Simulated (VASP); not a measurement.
Input of a VASP 6.6.1 run:

Contents of INCAR:

```
PREC     = Accurate       # precision mode
ENCUT    = 520            # plane-wave cutoff, eV
EDIFF    = 1E-6           # SCF threshold, eV
ISMEAR   = -1             # smearing method
SIGMA    = 0.05           # smearing width, eV
LREAL    = False          # projectors in reciprocal space
LASPH    = True           # aspherical terms in the spheres
NELM     = 60             # most SCF steps
ALGO     = Normal         # electronic algorithm
ISIF     = 2              # what is computed and relaxed
LWAVE    = False          # write WAVECAR
LCHARG   = True           # write CHGCAR
GGA      = PS             # functional
LELF     = True           # ELF
LVHAR    = True         
NBANDS   = 16             # bands
```

The input KPOINTS:

```
Automatic mesh
0
Gamma
  8 8 7
```

The input POSCAR:

```
NbTe
1.0
    3.5246467516      0.0000000000      0.0000000000
   -1.7623233758      3.0524336263      0.0000000000
    0.0000000000      0.0000000000      3.6440576355
Te Nb
1 1
Direct
    0.6666666667      0.3333333333      0.0000000000
    0.0000000000      0.0000000000      0.5000000000
```

Potentials or basis: VASP PAW PBE potentials, release 64 (Te, Nb_sv).

Command:

```console
$ cat potpaw_PBE.64/Te/POTCAR potpaw_PBE.64/Nb_sv/POTCAR > POTCAR
$ mpirun -np 1 vasp_std > vasp.out
```

Problem. What does it give for the pressure?

Solution. 9.9 GPa.

Caveat: the PAW data sets were made with another functional, which shifts forces and pressure a little.
